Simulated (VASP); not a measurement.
Set up this calculation in VASP 6.6.1, as the native input.

```yaml
Task: relaxation of cell and atoms
Functional: PBE
Potentials_or_basis: VASP PAW PBE potentials, release 64 (Zr_sv, Ta_pv, S)
Cutoff: 600 eV
k_mesh: 4 × 4 × 4
Occupations: gaussian, width 0.1 eV
Spin: no spin polarisation
Dipole_correction: no
Further_INCAR_settings: ALGO = Normal; EDIFF = 1e-06; IBRION = 2; EDIFFG = -0.04; NSW = 90; ISIF = 3
```

The structure of ZrTaS3 lies in POSCAR:

```
ZrTaS3
1.0
    4.7430803104      0.0000000000      0.0000000000
    0.0000000000      4.7430803104      0.0000000000
    0.0000000000      0.0000000000      4.6407374014
Zr Ta S
1 1 3
Direct
    0.0000000000      0.0000000000      0.5000000000
    0.5000000000      0.5000000000      0.0000000000
    0.5000000000      0.5000000000      0.5000000000
    0.0000000000      0.5000000000      0.0000000000
    0.5000000000      0.0000000000      0.0000000000
```

The cell was generated, and may not be a known phase.

One way to write it, as run:

INCAR

```
SYSTEM = ZrTaS3
ALGO     = Normal         ! electronic algorithm
EDIFF    = 1E-6           ! SCF threshold, eV
EDIFFG   = -0.04          ! ionic threshold
ENCUT    = 600            ! plane-wave cutoff, eV
GGA      = PE             ! functional
IBRION   = 2              ! ionic algorithm
ISIF     = 3              ! what is computed and relaxed
ISMEAR   = 0              ! smearing method
LASPH    = .True.         ! aspherical terms in the spheres
LCHARG   = .False.        ! write CHGCAR
LREAL    = .False.        ! projectors in reciprocal space
LWAVE    = .False.        ! write WAVECAR
NELM     = 100            ! most SCF steps
NSW      = 90             ! ionic steps
PREC     = Accurate       ! precision mode
SIGMA    = 0.1            ! smearing width, eV
```

KPOINTS

```
k-points
0
Gamma
  4 4 4
  0 0 0
```

Potentials or basis: VASP PAW PBE potentials, release 64 (Zr_sv, Ta_pv, S).

Run with:

```sh
$ cat potpaw_PBE.64/Zr_sv/POTCAR potpaw_PBE.64/Ta_pv/POTCAR potpaw_PBE.64/S/POTCAR > POTCAR
$ mpirun -np 1 vasp_std > vasp.out
```

Results of the run:

```json
{
  "Relaxed volume": "21.01 Å³/atom",
  "Relaxed cell": "a = 4.723 Å, b = 4.723 Å, c = 4.709 Å, α = 90.00°, β = 90.00°, γ = 90.00°",
  "Space group after relaxing (to 0.1 Å)": "Pm-3m (No. 221)",
  "Energy gained by relaxing": "2.0 meV/atom",
  "Ionic steps": "5",
  "Pressure after relaxing": "0.0 GPa"
}
```

Caveat: the highest band is partly filled, so the run has too few bands.

Wall time 6.5 min on 1 thread of Intel Xeon 8259CL (shared host), peak memory 0.29 GiB.
